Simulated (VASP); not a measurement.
A run of VASP 6.6.1:

POSCAR

```
C
1.0
    3.5700000000      0.0000000000      0.0000000000
    0.0000000000      3.5700000000      0.0000000000
    0.0000000000      0.0000000000      3.5700000000
C
7
Direct
    0.0003300000      0.4977400000      0.5024100000
    0.5025000000     -0.0010500000      0.4980600000
    0.4993400000      0.5014900000      0.0000000000
    0.2481400000      0.2504900000      0.2536500000
    0.2517300000      0.7479400000      0.7494300000
    0.7476200000      0.2492000000      0.7515200000
    0.7507700000      0.7507500000      0.2478200000
```

Contents of INCAR.step1:

```
SYSTEM = C
PREC     = Accurate       ! precision mode
ENCUT    = 520            ! plane-wave cutoff, eV
EDIFF    = 1E-5           ! SCF threshold, eV
ISMEAR   = 0              ! smearing method
SIGMA    = 0.01           ! smearing width, eV
LREAL    = .False.        ! projectors in reciprocal space
LASPH    = .True.         ! aspherical terms in the spheres
NELM     = 120            ! most SCF steps
ALGO     = Normal         ! electronic algorithm
ISIF     = 2              ! what is computed and relaxed
LWAVE    = .True.         ! write WAVECAR
LCHARG   = .False.        ! write CHGCAR
NBANDS   = 23             ! bands
GGA      = PE             ! functional
GGA_COMPAT= .False.
```

File INCAR.step2:

```
SYSTEM = C
PREC     = Accurate       ! precision mode
ENCUT    = 520            ! plane-wave cutoff, eV
EDIFF    = 1E-6           ! SCF threshold, eV
ISMEAR   = 0              ! smearing method
SIGMA    = 0.01           ! smearing width, eV
LREAL    = .False.        ! projectors in reciprocal space
LASPH    = .True.         ! aspherical terms in the spheres
NELM     = 120            ! most SCF steps
ALGO     = Normal         ! electronic algorithm
ISIF     = 2              ! what is computed and relaxed
LWAVE    = .False.        ! write WAVECAR
LCHARG   = .False.        ! write CHGCAR
GGA      = PE             ! functional
LHFCALC  = .True.         ! exact exchange
AEXX     = 0.25           ! exact-exchange fraction
PRECFOCK = Normal       
NBANDS   = 23             ! bands
ISTART   = 1            
GGA_COMPAT= .False.
```

Contents of KPOINTS:

```
regular mesh
0
Gamma
  1 1 1
  0 0 0
```

Potentials or basis: VASP PAW PBE potentials, release 64 (C).

Command:

```sh
$ cat potpaw_PBE.64/C/POTCAR > POTCAR
$ cp INCAR.step1 INCAR
$ mpirun -np 1 vasp_gam > vasp.out
$ cp INCAR.step2 INCAR
$ mpirun -np 1 vasp_gam > vasp.out
```

Hardware: 1 thread of Intel(R) Xeon(R) Platinum 8259CL CPU @ 2.50GHz (Skylake/Cascade Lake), with other jobs on the host.

Question: How long does it take, and how much memory?

Answer: Wall time 23 s on 1 thread of Intel(R) Xeon(R) Platinum 8259CL CPU @ 2.50GHz (Skylake/Cascade Lake), on a shared host, peak memory 0.14 GiB. Counts: k points 1.
